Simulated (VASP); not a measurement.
# SiC5 (P-6m2) in VASP: a series of runs, part 2 of 2

VASP 6.6.1. Earlier steps stand in the parts before.

### Step 3. Single point, PBE

This run uses another cell than the first one, of 13.21 Å³/atom.

File INCAR:

```
SYSTEM = SiC5
ALGO     = Normal         ! electronic algorithm
EDIFF    = 1E-6           ! SCF threshold, eV
ENCUT    = 520            ! plane-wave cutoff, eV
GGA      = PE             ! functional
ISIF     = 2              ! what is computed and relaxed
ISMEAR   = 0              ! smearing method
LASPH    = .TRUE.         ! aspherical terms in the spheres
LCHARG   = .FALSE.        ! write CHGCAR
LREAL    = .FALSE.        ! projectors in reciprocal space
LWAVE    = .FALSE.        ! write WAVECAR
NBANDS   = 21             ! bands
NELM     = 100            ! most SCF steps
PREC     = Accurate       ! precision mode
SIGMA    = 0.1            ! smearing width, eV
```

File KPOINTS:

```
k-points
0
G
  6 6 2
  0 0 0
```

File POSCAR:

```
SiC5
1.0
    2.6612997000      0.0000000000      0.0000000000
   -1.3306498500      2.3047531500      0.0000000000
    0.0000000000      0.0000000000     12.9232645200
Si C
1 5
Direct
    0.3333333300      0.6666666700      0.0000000000
    0.3333333300      0.6666666700      0.3333333300
    0.3333333300      0.6666666700      0.6666666700
    0.6666666700      0.3333333300      0.1666666700
    0.6666666700      0.3333333300      0.5000000000
    0.6666666700      0.3333333300      0.8333333300
```

Potentials or basis: VASP PAW PBE potentials, release 64 (Si, C).

Command:

```bash
$ cat potpaw_PBE.64/Si/POTCAR potpaw_PBE.64/C/POTCAR > POTCAR
$ mpirun -np 1 vasp_std > vasp.out
```

OUTCAR:

```text
SYSTEM = SiC5
   EDIFF = 1E-6
   ENCUT = 520
   GGA = PE
   ISIF = 2
   ISMEAR = 0
   LASPH = .TRUE.
   LREAL = .FALSE.
   NELM = 100
   PREC = Accurate

 ion  position               nearest neighbor table
   1  0.333  0.667  0.000-
   2  0.333  0.667  0.333-
   3  0.333  0.667  0.667-
   4  0.667  0.333  0.167-
   5  0.667  0.333  0.500-
   6  0.667  0.333  0.833-

  LATTYP: Found a hexagonal cell.
[... 528 lines left out ...]
  --------------------------------------------------------------------------------------
  -------------------------------------------------------------------------------------
  Total      -11.4170231    -11.4170231    -14.3944746      0.0000000      0.0000000      0.0000000
  in kB     -230.7666400   -230.7666406   -290.9483934      0.0000000      0.0000000      0.0000000
  external PRESSURE =    -250.8272247 kB  Pullay stress =       0.0000000 kB

 VOLUME and BASIS-vectors are now :
 -----------------------------------------------------------------------------
  energy-cutoff  :      520.00
  volume of cell :       79.27
      direct lattice vectors                 reciprocal lattice vectors
     2.661299700  0.000000000  0.000000000     0.375756252  0.216942973  0.000000000
    -1.330649850  2.304753150  0.000000000     0.000000000  0.433885946  0.000000000
     0.000000000  0.000000000 12.923264520     0.000000000  0.000000000  0.077379829

 POSITION                                       TOTAL-FORCE (eV/Angst)
 -----------------------------------------------------------------------------------
     -0.00000      1.53650      0.00000        -0.000000      0.000000      0.000000
     -0.00000      1.53650      4.30775         0.000000      0.000000     -0.129976
     -0.00000      1.53650      8.61551         0.000000      0.000000      0.129976
      1.33065      0.76825      2.15388        -0.000000     -0.000000      0.128830
      1.33065      0.76825      6.46163         0.000000      0.000000      0.000000
      1.33065      0.76825     10.76939        -0.000000     -0.000000     -0.128830
 -----------------------------------------------------------------------------------
    total drift:                               -0.000004      0.000002      0.000000

  FREE ENERGIE OF THE ION-ELECTRON SYSTEM (eV)
  ---------------------------------------------------
  free  energy   TOTEN  =       -24.5140095830 eV

  energy  without entropy=      -24.4877950787  energy(sigma->0) =      -24.50090233
```

OSZICAR:

```text
N       E                     dE             d eps       ncg     rms          rms(c)
DAV:   1     0.489415042638E+02    0.48942E+02   -0.10454E+04   588   0.986E+02
DAV:   2    -0.197016929929E+02   -0.68643E+02   -0.64299E+02   725   0.159E+02
DAV:   3    -0.245488799033E+02   -0.48472E+01   -0.45985E+01   777   0.339E+01
DAV:   4    -0.247418674881E+02   -0.19299E+00   -0.19047E+00   839   0.631E+00
DAV:   5    -0.247495170988E+02   -0.76496E-02   -0.76371E-02   828   0.100E+00    0.369E+00
DAV:   6    -0.257793739370E+02   -0.10299E+01   -0.10611E+01  1032   0.874E+00    0.581E+00
DAV:   7    -0.245313314428E+02    0.12480E+01   -0.64672E+00  1004   0.740E+00    0.157E+00
DAV:   8    -0.245337034348E+02   -0.23720E-02   -0.31882E-01   654   0.242E+00    0.912E-01
DAV:   9    -0.245153778823E+02    0.18326E-01   -0.11839E-01   893   0.129E+00    0.291E-01
DAV:  10    -0.245138714460E+02    0.15064E-02   -0.97942E-03   831   0.496E-01    0.162E-01
DAV:  11    -0.245140179414E+02   -0.14650E-03   -0.20075E-03   877   0.220E-01    0.698E-02
DAV:  12    -0.245140062668E+02    0.11675E-04   -0.27529E-04   883   0.843E-02    0.212E-02
DAV:  13    -0.245140111817E+02   -0.49150E-05   -0.30119E-05   712   0.306E-02    0.785E-03
DAV:  14    -0.245140098021E+02    0.13796E-05   -0.60268E-06   776   0.113E-02    0.140E-03
DAV:  15    -0.245140095830E+02    0.21910E-06   -0.45593E-07   334   0.361E-03
   1 F= -.24514010E+02 E0= -.24500902E+02  d E =-.262145E-01
```

Run time: 14 s. Hardware: 1 thread of Intel Xeon 6975P-C (Granite Rapids), shared host; peak memory 0.18 GiB.

What came out:

- Free energy: -24.5140 eV
- Pressure: -25.1 GPa
- Largest force: 0.130 eV/Å
- Band gap on the k mesh: zero (bands 12 and 13 overlap by 5.27 eV)

Forces on the atoms (eV/Å):
```
Si   0.000  0.000  0.000
C    0.000  0.000 -0.130
C    0.000  0.000  0.130
C    0.000  0.000  0.129
C    0.000  0.000  0.000
C    0.000  0.000 -0.129
```

Caveat: the k points lie up to 0.45 Å⁻¹ apart, too coarse for converged energies and pressures of a metal.

### Step 4. Single point, PBE, collinear spin

File INCAR:

```
ALGO = Normal
EDIFF = 1E-6
ENCUT = 520
GGA = PE
ISIF = 2
ISMEAR = 0
ISPIN = 2
LASPH = T
LCHARG = F
LORBIT = 11
LREAL = F
LWAVE = F
MAGMOM = 0 1 1 1 1 1
NBANDS = 25
NELM = 150
PREC = Accurate
SIGMA = 0.1
```

File KPOINTS:

```
k-points
0
Gamma
  6 6 2
```

File POSCAR:

```
SiC5
1.0
    2.5184663559      0.0000000000      0.0000000000
   -1.2592331780      2.1810558428      0.0000000000
    0.0000000000      0.0000000000      7.9960346820
Si C
1 5
Direct
    0.3333333333      0.6666666667      0.0000000000
    0.3333333333      0.6666666667      0.2496020085
    0.3333333333      0.6666666667      0.7503979915
    0.6666666667      0.3333333333      0.3138762358
    0.6666666667      0.3333333333      0.5000000000
    0.6666666667      0.3333333333      0.6861237642
```

Command:

```bash
$ cat potpaw_PBE.64/Si/POTCAR potpaw_PBE.64/C/POTCAR > POTCAR
$ mpirun -np 1 vasp_std > vasp.out
```

Run time: 18 s. Hardware: 1 thread of Intel Xeon 6975P-C (Granite Rapids), shared host; peak memory 0.17 GiB.

Results (log left out):

```yaml
Free_energy: -46.8940 eV
Pressure: 0.5 GPa
Largest_force: 0.028 eV/Å
Band_gap_on_the_k_mesh: zero (filled and empty bands overlap)
Net_moment: 0.00 μB per cell
Valence_electrons_inside_the_program's_atomic_spheres: Si 1.68; C 2.52, 2.55, 2.36 (each value once)
```

Forces in eV/Å, atoms in the order of the input:
```
Si   0.000  0.000  0.000
C    0.000  0.000 -0.028
C    0.000  0.000  0.028
C    0.000  0.000 -0.017
C    0.000  0.000  0.000
C    0.000  0.000  0.017
```

Stress tensor (GPa, compression positive):
```
0.42 0.00 0.00
0.00 0.42 0.00
0.00 0.00 0.65
```

Levels at points of the mesh, in eV from the Fermi level:
Spin up:
| k point | band 8 | band 9 | band 10 | band 11 | band 12 | band 13 | band 14 | band 15 | band 16 | band 17 |
| --- | --- | --- | --- | --- | --- | --- | --- | --- | --- | --- |
| (0.00, 0.00, 0.00) | -2.36 | -1.91 | -1.91 | -1.67 | 3.43 | 3.43 | 6.72 | 6.72 | 6.97 | 7.19 |
| (0.50, 0.00, 0.00) | -5.53 | -5.13 | -5.12 | -3.96 | -3.29 | 1.97 | 2.10 | 4.70 | 5.73 | 6.09 |
| (0.00, 0.00, 0.50) | -2.36 | -1.92 | -1.92 | 0.44 | 3.44 | 3.44 | 4.87 | 6.64 | 6.64 | 8.17 |
| (0.50, 0.00, 0.50) | -5.86 | -5.52 | -5.15 | -4.55 | -1.80 | 1.24 | 2.14 | 3.93 | 5.93 | 6.03 |
Spin down:
```tsv
k point	band 8	band 9	band 10	band 11	band 12	band 13	band 14	band 15	band 16	band 17
(0.00, 0.00, 0.00)	-2.36	-1.91	-1.91	-1.67	3.43	3.43	6.72	6.72	6.97	7.19
(0.50, 0.00, 0.00)	-5.53	-5.13	-5.12	-3.96	-3.29	1.97	2.10	4.70	5.73	6.09
(0.00, 0.00, 0.50)	-2.36	-1.92	-1.92	0.44	3.44	3.44	4.87	6.64	6.64	8.17
(0.50, 0.00, 0.50)	-5.86	-5.52	-5.15	-4.55	-1.80	1.24	2.14	3.93	5.93	6.03
```

Caveat: the k points lie up to 0.48 Å⁻¹ apart, too coarse for converged energies and pressures of a metal.

### Step 5. Summary

| spin | cell | gap on the mesh (eV) | pressure (GPa) | largest force (eV/Å) |
| --- | --- | --- | --- | --- |
| off | a = 2.518, b = 2.518, c = 7.996 Å, angles 90.0, 90.0, 120.0°, 6 atoms, atomic positions A | none | 0.5 | 0.03 |
| off | a = 2.661, b = 2.661, c = 12.923 Å, angles 90.0, 90.0, 120.0°, 6 atoms, atomic positions B | none | -25.1 | 0.13 |
| collinear | a = 2.518, b = 2.518, c = 7.996 Å, angles 90.0, 90.0, 120.0°, 6 atoms, atomic positions A | none | 0.5 | 0.03 |

Alike in all rows: task single point; level PBE; potentials or basis VASP PAW PBE potentials, release 64 (Si, C); k mesh 6 × 6 × 2; cutoff (eV) 520; smearing gaussian 0.1 eV.

Caveats: all runs use coarse meshes.

Absolute energies hang on the potentials; compare differences alone.
